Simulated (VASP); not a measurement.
## Na4HF3: single point with PBE

Na4HF3:

```
Na F H
1.0
     3.34746    0.00000    0.00000
     0.00000    4.72400    0.00000
     0.00000    0.00000    6.68817
Na F H
4 3 1
Direct
  0.00000 0.00000 0.00384
  0.50000 0.50000 0.25000
  0.00000 0.00000 0.49616
  0.50000 0.50000 0.75000
  0.00000 0.50000 0.00169
  0.50000 0.00000 0.25000
  0.00000 0.50000 0.49831
  0.50000 0.00000 0.75000
```

```json
{"Program": "VASP 6.6.1", "Task": "single point", "Functional": "PBE", "Potentials or basis": "VASP PAW PBE potentials, release 64 (Na_pv, F, H)", "Cutoff": "520 eV", "k mesh": "8 × 6 × 4", "Occupations": "gaussian, width 0.02 eV", "Spin": "no spin polarisation", "Dipole correction": "no", "Further INCAR settings": "ALGO = Normal; EDIFF = 1e-07; NBANDS = 35"}
```

```yaml
Pressure: -0.1 GPa
Largest_force: 0.003 eV/Å
Band_gap_on_the_k_mesh: 4.09 eV (least direct gap 5.11 eV)
```

Forces on the atoms (eV/Å):
```
Na   0.000  0.000 -0.003
Na   0.000  0.000  0.000
Na   0.000  0.000  0.003
Na   0.000  0.000  0.000
F    0.000  0.000  0.000
F    0.000  0.000  0.000
F    0.000  0.000  0.000
H    0.000  0.000  0.000
```

Levels at points of the mesh, in eV from the valence-band top:
| k point | band 22 | band 23 | band 24 | band 25 | band 26 | band 27 | band 28 | band 29 |
| --- | --- | --- | --- | --- | --- | --- | --- | --- |
| (0.00, 0.00, 0.00) | -2.63 | -2.60 | -2.53 | -1.34 | 5.01 | 5.94 | 7.67 | 8.98 |
| (0.50, 0.00, 0.00) | -2.81 | -2.80 | -2.65 | -0.09 | 5.34 | 8.26 | 8.49 | 8.98 |
| (0.00, 0.50, 0.00) | -2.66 | -2.63 | -2.63 | -0.82 | 4.67 | 6.87 | 7.21 | 7.95 |
| (0.50, 0.50, 0.00) | -2.82 | -2.82 | -2.66 | -0.07 | 6.08 | 7.81 | 7.94 | 8.09 |
| (0.00, 0.00, 0.50) | -2.64 | -2.59 | -2.54 | -1.02 | 4.09 | 7.41 | 7.64 | 8.54 |
| (0.50, 0.00, 0.50) | -2.88 | -2.84 | -2.81 | -0.04 | 5.48 | 7.24 | 8.33 | 8.84 |
| (0.00, 0.50, 0.50) | -2.72 | -2.65 | -2.65 | -0.74 | 5.04 | 5.81 | 6.69 | 9.08 |
| (0.50, 0.50, 0.50) | -2.95 | -2.78 | -2.76 | 0.00 | 6.07 | 7.24 | 7.80 | 8.90 |

Run time: 2.4 min on 1 thread of Intel(R) Xeon(R) Platinum 8488C (Sapphire Rapids), on a shared host, peak memory 0.31 GiB.

A k mesh can miss the band edges.
